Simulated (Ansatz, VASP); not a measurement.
# TaF3 in VASP and in Ansatz

The input INCAR:

```
SYSTEM = TaF3
PREC = Accurate ; ENCUT = 520
EDIFF = 1E-6 ; ISMEAR = 0
SIGMA = 0.15 ; LREAL = .False.
LASPH = .True. ; NELM = 80
ALGO = Normal ; ISIF = 2
LWAVE = .False. ; LCHARG = .False.
GGA = PS ; NBANDS = 24
```

File KPOINTS:

```
Automatic mesh
0
Gamma
  14 14 14
  0 0 0
```

POSCAR

```
TaF3
1.0
    3.9034647783     -0.0932568377     -0.0932568377
   -0.0932568377      3.9034647783     -0.0932568377
   -0.0932568377     -0.0932568377      3.9034647783
Ta F
1 3
Direct
    0.0000000000      0.0000000000      0.0000000000
    0.5000000000      0.0000000000      0.0000000000
    0.0000000000      0.5000000000      0.0000000000
    0.0000000000      0.0000000000      0.5000000000
```

Input for Ansatz:

```yaml
crystal:
  lattice:
    - [3.9034647783, -0.0932568377, -0.0932568377]
    - [-0.0932568377, 3.9034647783, -0.0932568377]
    - [-0.0932568377, -0.0932568377, 3.9034647783]
  atoms:
    - { symbol: Ta, position: [0.0, 0.0, 0.0] }
    - { symbol: F, position: [0.5, 0.0, 0.0] }
    - { symbol: F, position: [0.0, 0.5, 0.0] }
    - { symbol: F, position: [0.0, 0.0, 0.5] }
basis:
  ecutwfc: 420
kpoints:
  mp_grid: { grid: [14, 14, 14] }
hamiltonian:
  xc: pbesol
scf:
  occupations: { method: gaussian, width: 0.15 }
output:
  forces: true
  stress: true
  eigenvalues: true
```

Alike in both runs: task single point; functional PBEsol; k mesh 14 × 14 × 14; occupations gaussian, width 0.15 eV; no spin polarisation.

```csv
,VASP,Ansatz
version,VASP 6.6.1,Ansatz 0.2.0
potentials or method,"VASP PAW PBE potentials, release 64 (Ta_pv, F), cutoff 520 eV","scalar-relativistic, plane waves, PAW"
valence electrons in the cell,32,34
```

Ansatz gave:

- gap on the k mesh at the Fermi level (eV): none
- pressure (GPa): 19.6
- traceless stress, the component that is largest in VASP (GPa): -1.60

What did VASP give for the same quantities?

gap on the k mesh at the Fermi level (eV): none; pressure (GPa): 20.1; traceless stress, the component that is largest in VASP (GPa): -1.63.

VASP's potentials were made for PBE, not for PBEsol. A gap of «none» marks a metal or a gap that the smearing closes. The functional is the same, so the differences come from potentials, cutoffs and numerics. VASP's potentials hold 32 valence electrons a cell and Ansatz's 34, so a difference there can come from the potentials and not from the codes.

Spin-orbit coupling is off throughout.
